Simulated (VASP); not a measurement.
# Si2Mo (fluorite type): single point with PBE

Crystal: Si2Mo (fluorite type).

```xyz
3
Lattice="0.0000 2.8055 2.8055 2.8055 0.0000 2.8055 2.8055 2.8055 0.0000" Properties=species:S:1:pos:R:3 pbc="T T T"
Mo    0.0000    0.0000    0.0000
Si    1.4027    1.4027    1.4027
Si    4.2082    4.2082    4.2082
```

This cell differs from its parent crystal: volume scaled by 0.88.

```yaml
Program: VASP 6.6.1
Task: single point
Functional: PBE
Potentials_or_basis: VASP PAW PBE potentials, release 64 (Mo_sv, Si)
Cutoff: 520 eV
k_mesh: 10 × 10 × 10
Occupations: fermi-dirac, width 0.05 eV
Spin: no spin polarisation
```

The pressure is 21.9 GPa and the band gap on the k mesh is zero (band 11 reaches 11.67 eV, above the bottom of band 12 at 9.96 eV).

Levels at points of the mesh, in eV from the Fermi level:
```csv
k point,band 9,band 10,band 11,band 12,band 13,band 14
"(0.00, 0.00, 0.00)",-1.61,-1.41,-1.41,3.92,3.92,3.92
"(0.50, 0.00, 0.00)",-1.50,-0.60,-0.60,-0.15,-0.15,1.11
"(0.50, 0.50, 0.00)",-3.08,-1.37,-1.37,-0.77,0.15,5.59
```

It took 17 s on 1 thread of AMD EPYC 9R45 96-Core Processor (Zen 5) (shared host), peak memory 0.16 GiB.
